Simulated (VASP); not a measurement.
# SnSe2 (P-3m1) in VASP: G0W0 quasiparticle levels with PBE

Aim: the G0W0 quasiparticle levels of SnSe2 with PBE.

Everything below comes from runs of VASP 6.6.1. Logs are shortened: lines on timing, memory, paths and dates and some standing lists are left out, and cuts for length are marked.

### Step 1. The cell of the first run

Symmetry: P-3m1, No. 164, trigonal system. Conventional cell: a = 3.825 Å, b = 3.825 Å, c = 6.227 Å, α = 90.00°, β = 90.00°, γ = 120.00°. Sn (site symmetry -3m) has 6 Se at 2.71 Å within 3.6 Å. Se (site symmetry 3m) has 3 Sn at 2.71 Å within 3.6 Å.

### Step 2. G0W0 quasiparticle levels, PBE

POSCAR reads:

```
SnSe2
1.0
    3.8251638404      0.0000000000      0.0000000000
   -1.9125819202      3.3126890594      0.0000000000
    0.0000000000      0.0000000000      6.2270561301
Sn Se
1 2
Direct
    0.0000000000      0.0000000000      0.0000000000
    0.3333333333      0.6666666667      0.2530760434
    0.6666666667      0.3333333333      0.7469239566
```

INCAR.step1 reads:

```
ALGO = Normal ; EDIFF = 1E-8
ENCUT = 500 ; GGA = PE
ISMEAR = 0 ; LASPH = T
LCHARG = F ; LREAL = F
LWAVE = T ; NELM = 100
PREC = Accurate ; SIGMA = 0.01
```

INCAR.step2 reads:

```
ALGO = Exact ; EDIFF = 1E-8
ENCUT = 500 ; GGA = PE
ISMEAR = 0 ; ISTART = 1
LASPH = T ; LCHARG = F
LOPTICS = T ; LREAL = F
LWAVE = T ; NBANDS = 43
NELM = 1 ; PREC = Accurate
SIGMA = 0.01
```

INCAR.step3 reads:

```
ALGO = EVGW0 ; EDIFF = 1E-8
ENCUT = 500 ; ENCUTGW = 60.0
GGA = PE ; ISMEAR = 0
ISTART = 1 ; LASPH = T
LCHARG = F ; LREAL = F
LWAVE = F ; NBANDS = 43
NBANDSGW = 21 ; NELMGW = 1
NOMEGA = 48 ; PREC = Accurate
PRECFOCK = Fast ; SIGMA = 0.01
```

KPOINTS reads:

```
k-points
0
Gamma
  6 6 2
```

Potentials or basis: VASP PAW PBE potentials, release 64 (Sn_d_GW, Se_GW).

On the command line:

```sh
> cat potpaw_PBE.64/Sn_d_GW/POTCAR potpaw_PBE.64/Se_GW/POTCAR > POTCAR
> cp INCAR.step1 INCAR
> mpirun -np 1 vasp_std > vasp.out
> cp INCAR.step2 INCAR
> mpirun -np 1 vasp_std > vasp.out
> cp INCAR.step3 INCAR
> mpirun -np 1 vasp_std > vasp.out
```

OUTCAR:

```text
EDIFF = 1E-8
   ENCUT = 500
   ENCUTGW = 60.0
   GGA = PE
   ISMEAR = 0
   ISTART = 1
   LASPH = T
   LREAL = F
   NELMGW = 1
   PREC = Accurate
   PRECFOCK = Fast

 ion  position               nearest neighbor table
   1  0.000  0.000  0.000-   2 2.71   3 2.71   2 2.71   3 2.71   3 2.71   2 2.71
   2  0.333  0.667  0.253-   1 2.71   1 2.71   1 2.71
   3  0.667  0.333  0.747-   1 2.71   1 2.71   1 2.71

  LATTYP: Found a hexagonal cell.
 ALAT       =     3.8251638404
 C/A-ratio  =     1.6279188003

  Lattice vectors:

 A1 = (   3.8251638404,   0.0000000000,   0.0000000000)
 A2 = (  -1.9125819202,   3.3126890594,   0.0000000000)
 A3 = (   0.0000000000,   0.0000000000,   6.2270561301)

Analysis of symmetry for initial positions (statically):
=====================================================================
 Subroutine PRICEL returns:
 Original cell was already a primitive cell.

 Routine SETGRP: Setting up the symmetry group for a
 hexagonal supercell.

 Subroutine GETGRP returns: Found 12 space group operations
 (whereof 12 operations were pure point group operations)
 out of a pool of 24 trial point group operations.

The static configuration has the point symmetry D_3d.

Analysis of symmetry for dynamics (positions and initial velocities):
=====================================================================
 Subroutine PRICEL returns:
 Original cell was already a primitive cell.

 Routine SETGRP: Setting up the symmetry group for a
 hexagonal supercell.

 Subroutine GETGRP returns: Found 12 space group operations
 (whereof 12 operations were pure point group operations)
 out of a pool of 24 trial point group operations.

The dynamic configuration has the point symmetry D_3d.

 Subroutine INISYM returns: Found 12 space group operations
 (whereof 12 operations are pure point group operations),
 and found     1 'primitive' translations

----------------------------------------------------------------------------------------

                                     Primitive cell

  volume of cell :      78.9066

  direct lattice vectors                    reciprocal lattice vectors
     3.825163840  0.000000000  0.000000000     0.261426711  0.150934782  0.000000000
    -1.912581920  3.312689059  0.000000000     0.000000000  0.301869563  0.000000000
     0.000000000  0.000000000  6.227056130     0.000000000  0.000000000  0.160589527

  length of vectors
     3.825163840  3.825163840  6.227056130     0.301869563  0.301869563  0.160589527

  position of ions in fractional coordinates (direct lattice)
     0.000000000  0.000000000  0.000000000
     0.333333333  0.666666667  0.253076043
     0.666666667  0.333333333  0.746923957

  ion indices of the primitive-cell ions
   primitive index   ion index
                 1           1
                 2           2
                 3           3

----------------------------------------------------------------------------------------

 KPOINTS: k-points

Automatic generation of k-mesh.
 Grid dimensions read from file:
 generate k-points for:    6    6    2

 Generating k-lattice:

  Cartesian coordinates                     Fractional coordinates (reciprocal lattice)
     0.043571118  0.025155797  0.000000000     0.166666667  0.000000000  0.000000000
     0.000000000  0.050311594  0.000000000     0.000000000  0.166666667  0.000000000
     0.000000000  0.000000000  0.080294764     0.000000000  0.000000000  0.500000000

  Length of vectors
     0.050311594  0.050311594  0.080294764

  Shift w.r.t. Gamma in fractional coordinates (k-lattice)
     0.000000000  0.000000000  0.000000000

 Subroutine IBZKPT returns following result:
 ===========================================

 Found     14 irreducible k-points:

 Following reciprocal coordinates:
            Coordinates               Weight
  0.000000  0.000000  0.000000      1.000000
  0.166667  0.000000  0.000000      6.000000
  0.333333 -0.000000  0.000000      6.000000
  0.500000  0.000000  0.000000      3.000000
  0.166667  0.166667  0.000000      6.000000
  0.333333  0.166667  0.000000     12.000000
  0.333333  0.333333  0.000000      2.000000
  0.000000  0.000000  0.500000      1.000000
  0.166667  0.000000  0.500000      6.000000
  0.333333 -0.000000  0.500000      6.000000
  0.500000  0.000000  0.500000      3.000000
  0.166667  0.166667  0.500000      6.000000
  0.333333  0.166667  0.500000     12.000000
  0.333333  0.333333  0.500000      2.000000
   k-points           NKPTS =     14   k-points in BZ     NKDIM =     72   number of bands    NBANDS=     43
   number of dos      NEDOS =    301   number of ions     NIONS =      3
   total plane-waves  NPLWV =  37632
   dimension x,y,z NGX =    28 NGY =   28 NGZ =   48
   dimension x,y,z NGXF=    56 NGYF=   56 NGZF=   96
   ions per type =               1   2
   NGX,Y,Z   is equivalent  to a cutoff of  12.17, 12.17, 12.81 a.u.
   NGXF,Y,Z  is equivalent  to a cutoff of  24.34, 24.34, 25.63 a.u.
 SYSTEM =  unknown system
   PREC   = accura    normal or accurate (medium, high low for compatibility)
   ISTART =      1    job   : 0-new  1-cont  2-samecut
   ICHARG =      0    charge: 1-file 2-atom 10-const
   ISPIN  =      1    spin polarized calculation?
   LNONCOLLINEAR =      F non collinear calculations
   LSORBIT =      F    spin-orbit coupling
   LASPH  =      T    aspherical Exc in radial PAW
   ENCUT  =  500.0 eV  36.75 Ry    6.06 a.u.   6.97  6.97 11.35*2*pi/ulx,y,z
   NELM   =     60;   NELMIN=  2; NELMDL=  0     # of ELM steps
   EDIFF  = 0.1E-07   stopping-criterion for ELM
   LREAL  =      F    real-space projection
   EDIFFG = 0.1E-06   stopping-criterion for IOM
   NSW    =      0    number of steps for IOM
   IBRION =     -1    ionic relax: 0-MD 1-quasi-New 2-CG
   NFREE  =      0    steps in history (QN), initial steepest desc. (CG)
   ISIF   =      0    stress and relaxation
   ISYM   =      3    0-nonsym 1-usesym 2-fastsym
   POTIM  = 0.5000    time-step for ionic-motion
   TEBEG  =    0.0;   TEEND  =   0.0 temperature during run
   PSTRESS=    0.0 pullay stress
   NELECT =      26.0000    total number of electrons
   NUPDOWN=      -1.0000    fix difference up-down
   EMIN   =  10.00;   EMAX   =-10.00  energy-range for DOS
   EFERMI =   0.00;   METHOD = LEGACY
   ISMEAR =     0;   SIGMA  =   0.01  broadening in eV -4-tet -1-fermi 0-gaus
   EFERMI_NEDOS =   21; number of points for ismear=-14 and -15
   IALGO  =     38    algorithm
   IMIX   =      4    mixing-type and parameters
     AMIX     =   0.40;   BMIX     =  1.00
     AMIX_MAG =   1.60;   BMIX_MAG =  1.00
  volume/ion in A,a.u.               =      26.30       177.50
  Fermi-wavevector in a.u.,A,eV,Ry     =   1.130737  2.136782 17.395936  1.278565
  Thomas-Fermi vector in A             =   2.267434
   LORBIT       =      0    0 simple, 1 ext, 2 COOP (PROOUT), +10 PAW based schemes
   GGA     = PE    functional components
   LHFCALC =     T    Hartree Fock is set to
   PRECFOCK=fast      Normal, Fast or Accurate (Low or Medium for compatibility)
   ENCUT4O =  -1.0   cutoff for four orbital integrals eV
   NKREDX  =     1    reduce k-point grid by
   NKREDY  =     1    reduce k-point grid by
   NKREDZ  =     1    reduce k-point grid by
   AEXX    =    1.0000 exact exchange contribution
   HFSCREEN=    0.0000 screening length (either q_TF or 0.3 A-1)
   HFSCREENC=   0.0000 screening length for correlation (either q_TF or 0.3 A-1)
   ENCUTFOCK=  -1.0 apply spherical cutoff to Coloumb kernel
   IVDW    =     0    specifies the selected vdW correction
   LEPSILON=     F    determine dielectric tensor
   LRPA    =     F    only Hartree local field effects (RPA)
   LRPAFORCE           =     F    calculate RPA forces
   ENCUTGW             =  60.0    cutoff for response function in eV
   ENCUTGWSOFT         =  48.0    soft cutoff for Coulomb kernel in GW response function in eV
   ENCUTLF             =  -1.0    cutoff for local field effects
   NELMGW              =     1    number of iterations in solving QP/BSE equation
   NELMHF              =     1    number of iterations in the inner HF iteration
   NKREDLFX            =     1    NKREDLFY  =   1   NKREDLFZ  =   1
 non-spin polarized calculation
 Gauss-broadening in eV      SIGMA  =   0.01
  energy-cutoff  :      500.00
  volume of cell :       78.91
 maximum number of plane-waves:      2020
 NGX is ok and might be reduce to    28
  NGX = 16; NGY = 16; NGZ = 28
   NGX = 13   NGY = 13   NGZ = 23
 maximum number of plane-waves:        97
 NGX is ok and might be reduce to    10

 QP shifts <psi_nk| G(iteration)W_0 |psi_nk>: iteration 1
 for sc-GW calculations column KS-energies equals QP-energies in previous step
 and V_xc(KS)=  KS-energies - (<T + V_ion + V_H > + <T+V_H+V_ion>^1  + <V_x>^1)

 k-point   1 :       0.0000    0.0000    0.0000
  band No.  KS-energies  QP-energies   sigma(KS)   V_xc(KS)     V^pw_x(r,r')   Z            occupation Imag(sigma)

      1     -18.1134     -20.2299     -20.5127     -17.4843     -27.1314       0.6989       2.0000       0.3411
      2     -18.1134     -20.2299     -20.5127     -17.4843     -27.1314       0.6989       2.0000       0.3411
      3     -18.0786     -20.1435     -20.4489     -17.4649     -27.0284       0.6920       2.0000       0.2748
      4     -18.0662     -20.1592     -20.4975     -17.4986     -27.0772       0.6979       2.0000       0.2844
      5     -18.0662     -20.1592     -20.4975     -17.4986     -27.0772       0.6979       2.0000       0.2844
      6     -10.6476     -10.3201     -11.5480     -12.0640     -19.6701       0.6348       2.0000       1.6039
[... 13 lines left out ...]
     20      12.1130      13.0248      -8.6541      -9.8231      -4.6838       0.7799       0.0000      -0.2842
     21      12.5336      13.3816      -8.1802      -9.2772      -3.9146       0.7731       0.0000      -0.4169

 k-point   2 :       0.1667    0.0000    0.0000
  band No.  KS-energies  QP-energies   sigma(KS)   V_xc(KS)     V^pw_x(r,r')   Z            occupation Imag(sigma)

      1     -18.1246     -20.2380     -20.4949     -17.4725     -27.1360       0.6992       2.0000       0.3589
      2     -18.1044     -20.2320     -20.5356     -17.4974     -27.1571       0.7003       2.0000       0.3481
      3     -18.0743     -20.1514     -20.4689     -17.4801     -27.0503       0.6950       2.0000       0.2810
      4     -18.0693     -20.1446     -20.4673     -17.4805     -27.0427       0.6948       2.0000       0.2753
      5     -18.0649     -20.1546     -20.4868     -17.4958     -27.0610       0.6987       2.0000       0.2785
      6     -10.3822     -10.0593     -11.6267     -12.1415     -19.6488       0.6272       2.0000       1.5225
[... 13 lines left out ...]
     20      12.3902      13.2748      -8.4021      -9.5389      -4.3640       0.7782       0.0000      -0.2979
     21      12.5852      13.3821      -8.0541      -9.0820      -4.0312       0.7754       0.0000      -0.2919

 k-point   3 :       0.3333   -0.0000    0.0000
  band No.  KS-energies  QP-energies   sigma(KS)   V_xc(KS)     V^pw_x(r,r')   Z            occupation Imag(sigma)

      1     -18.1508     -20.2426     -20.4421     -17.4409     -27.1268       0.6970       2.0000       0.3891
      2     -18.0938     -20.2390     -20.5590     -17.5096     -27.1861       0.7035       2.0000       0.3568
      3     -18.0842     -20.1509     -20.4480     -17.4689     -27.0309       0.6937       2.0000       0.2805
      4     -18.0539     -20.1367     -20.4857     -17.4994     -27.0527       0.6974       2.0000       0.2723
      5     -18.0539     -20.1367     -20.4857     -17.4994     -27.0527       0.6974       2.0000       0.2723
      6      -9.6782      -9.3661     -11.8984     -12.4048     -19.6479       0.6162       2.0000       1.3496
[... 13 lines left out ...]
     20      12.8801      13.6021      -7.8346      -8.7766      -3.7510       0.7664       0.0000      -0.3088
     21      13.7815      14.7372      -8.3595      -9.6013      -4.0746       0.7696       0.0000      -0.3845
[... 229 lines left out ...]
      1     -18.1509     -20.2410     -20.4400     -17.4402     -27.1341       0.6967       2.0000       0.3968
      2     -18.1036     -20.2321     -20.5332     -17.4955     -27.1749       0.7007       2.0000       0.3655
      3     -18.0809     -20.1487     -20.4488     -17.4714     -27.0273       0.6945       2.0000       0.2779
      4     -18.0566     -20.1373     -20.4805     -17.4987     -27.0477       0.6978       2.0000       0.2726
      5     -18.0448     -20.1420     -20.4986     -17.5069     -27.0646       0.7010       2.0000       0.2728
      6      -9.0374      -8.7147     -12.2428     -12.7640     -19.7396       0.6192       2.0000       1.2029
[... 13 lines left out ...]
     20      12.8607      13.7450      -8.3604      -9.5098      -4.1322       0.7694       0.0000      -0.3282
     21      13.2630      14.1235      -8.3968      -9.5276      -4.1634       0.7610       0.0000      -0.3956

 k-point  14 :       0.3333    0.3333    0.5000
  band No.  KS-energies  QP-energies   sigma(KS)   V_xc(KS)     V^pw_x(r,r')   Z            occupation Imag(sigma)

      1     -18.1290     -20.2361     -20.4812     -17.4656     -27.1558       0.6987       2.0000       0.3858
      2     -18.1290     -20.2361     -20.4812     -17.4656     -27.1558       0.6987       2.0000       0.3858
      3     -18.0655     -20.1402     -20.4677     -17.4895     -27.0382       0.6966       2.0000       0.2746
      4     -18.0655     -20.1402     -20.4677     -17.4895     -27.0382       0.6966       2.0000       0.2746
      5     -18.0480     -20.1343     -20.4905     -17.4993     -27.0580       0.6975       2.0000       0.2723
      6      -8.6374      -8.3088     -12.4940     -13.0163     -19.8588       0.6292       2.0000       1.1585
[... 13 lines left out ...]
     20      12.2769      13.1390      -8.4540      -9.5723      -4.3062       0.7709       0.0000      -0.3047
     21      12.2769      13.1390      -8.4540      -9.5723      -4.3062       0.7709       0.0000      -0.3047
```

It took 6.9 min on 1 thread of AMD EPYC 9R45 (Zen 5), shared host; peak memory 1.4 GiB.

Results:

| Quantity | Value |
| --- | --- |
| Quasiparticle gap | 1.37 eV |
| Least direct quasiparticle gap | 1.83 eV |
| Band gap of the starting levels on the mesh | 0.79 eV |
| Least direct gap of the starting levels on the mesh | 1.11 eV |

Caveat: the k points lie up to 0.50 Å⁻¹ apart; bands, screening cutoff and mesh are small and nothing is extrapolated, so the quasiparticle values aren't converged; spin-orbit coupling is left out, which moves the levels of the heavy elements.
